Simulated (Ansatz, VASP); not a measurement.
One calculation of AlB3P4, two programs

```
B Al P
1.0
     3.35765    0.00000    0.00000
     0.00000    3.40943    4.85665
     0.00000   -3.40943    4.85665
B Al P
3 1 4
Cartesian
  0.0000 0.0000 -0.0270
  1.6788 -1.7339 2.4366
  1.6788 1.7339 2.4366
  0.0000 0.0000 4.8405
  1.6788 0.0000 1.1995
  0.0000 -1.8348 3.5563
  0.0000 1.8348 3.5563
  1.6788 0.0000 6.2845
```

Alike in both runs: task single point; functional r2SCAN; k mesh 8 × 6 × 6; no spin polarisation.

|  | VASP | Ansatz |
| --- | --- | --- |
| version | VASP 6.6.1 | Ansatz 0.2.0 |
| potentials or method | VASP PAW PBE potentials, release 64 (B, Al, P) | plane waves, PAW |
| plane-wave cutoff (eV) | 520 | 500 |
| occupations | gaussian, width 0.01 eV | fixed |
| valence electrons in the cell | 32 | 32 |

|  | VASP | Ansatz | Ansatz less VASP |
| --- | --- | --- | --- |
| gap on the k mesh at the Fermi level (eV) | 0.74 | 0.74 | -0.005 |
| pressure (GPa) | -0.4 | 0.0 | +0.43 |
| rms of the force components (eV/Å) | 0.008 | 0.002 | -0.0061 |

VASP's potentials were made for PBE, not for r2SCAN. Atom by atom the forces differ by 0.008 eV/Å (rms over components).
